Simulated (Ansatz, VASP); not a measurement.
One calculation of Zn, two programs

INCAR

```
  PREC = Accurate
  ENCUT = 520
  EDIFF = 1E-7
  ISMEAR = -1
  SIGMA = 0.1
  LREAL = False
  LASPH = True
  NELM = 80
  ALGO = Normal
  ISIF = 2
  LWAVE = False
  LCHARG = False
  GGA = PE
  NBANDS = 12
```

KPOINTS

```
regular mesh
0
Gamma
  15 15 15
```

POSCAR

```
Zn
1.0
    0.0000000000      1.9391258191      1.9391258191
    1.9391258191      0.0000000000      1.9391258191
    1.9391258191      1.9391258191      0.0000000000
Zn
1
Direct
    0.0000000000      0.0000000000      0.0000000000
```

Input for Ansatz:

```yaml
crystal:
  lattice:
    - [0.0, 1.9391258191, 1.9391258191]
    - [1.9391258191, 0.0, 1.9391258191]
    - [1.9391258191, 1.9391258191, 0.0]
  atoms:
    - { symbol: Zn, position: [0.0, 0.0, 0.0] }
hamiltonian:
  xc: pbe
  pseudopotentials:
    kind: paw
    azcp:
      Zn: "pseudopotentials/Zn.paw.azcp"
basis:
  ecutwfc: 420
  fft_grid_basis: typed
kpoints:
  mp_grid: { grid: [15, 15, 15], shift: [0, 0, 0] }
magnetization:
  spin_polarized: false
scf:
  occupations: { method: fermi_dirac, width: 0.1 }
  lower_state_search: "off"
output:
  stress: true
```

Alike in both runs: task single point; functional PBE; k mesh 15 × 15 × 15; occupations fermi-dirac, width 0.1 eV; no spin polarisation.

```csv
,VASP,Ansatz
version,VASP 6.6.1,Ansatz 0.2.0
potentials or method,"VASP PAW PBE potentials, release 64 (Zn), cutoff 520 eV","plane waves (420 eV) with PAW, scalar-relativistic"
valence electrons in the cell,12,12
```

Ansatz gave:

| Item | Value |
| --- | --- |
| pressure (GPa) | 2.9 |

Problem. Estimate VASP's values.

Solution. Pressure (GPa): 3.3.
